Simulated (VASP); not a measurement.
Here is a VASP 6.6.1 calculation.

INCAR

```
SYSTEM = AgPbF4
PREC = Accurate
ENCUT = 520
EDIFF = 1E-7
ISMEAR = 0
SIGMA = 0.1
LREAL = .FALSE.
LASPH = .TRUE.
NELM = 80
ALGO = Normal
ISIF = 2
LWAVE = .FALSE.
LCHARG = .FALSE.
GGA = PE
NBANDS = 36
```

Contents of KPOINTS:

```
Automatic mesh
0
G
  6 6 4
  0 0 0
```

The input POSCAR:

```
AgPbF4
1.0
    4.0344626800      0.0000000000      0.0000000000
   -2.0172313400      3.4939471715      0.0000000000
    0.0000000000      0.0000000000      5.9250090442
Ag Pb F
1 1 4
Direct
    0.0000000000      0.0000000000      0.5000000000
    0.0000000000      0.0000000000      0.0000000000
    0.3333333333      0.6666666667      0.2360803324
    0.3333333333      0.6666666667      0.7639196676
    0.6666666667      0.3333333333      0.2360803324
    0.6666666667      0.3333333333      0.7639196676
```

Potentials or basis: VASP PAW PBE potentials, release 64 (Ag, Pb_d, F).

Launch:

```console
$ cat potpaw_PBE.64/Ag/POTCAR potpaw_PBE.64/Pb_d/POTCAR potpaw_PBE.64/F/POTCAR > POTCAR
$ mpirun -np 1 vasp_std > vasp.out
```

Task: What does it give for the largest force?

Result: 0.009 eV/Å.

Task: Predict the pressure.

Result: 0.0 GPa.

Stress tensor (GPa, compression positive):
```
 0.17  0.00  0.00
 0.00  0.17  0.00
 0.00  0.00 -0.22
```

Caveat: an odd number of electrons without spin polarisation forces a metal; a magnetic or distorted state may lie lower.
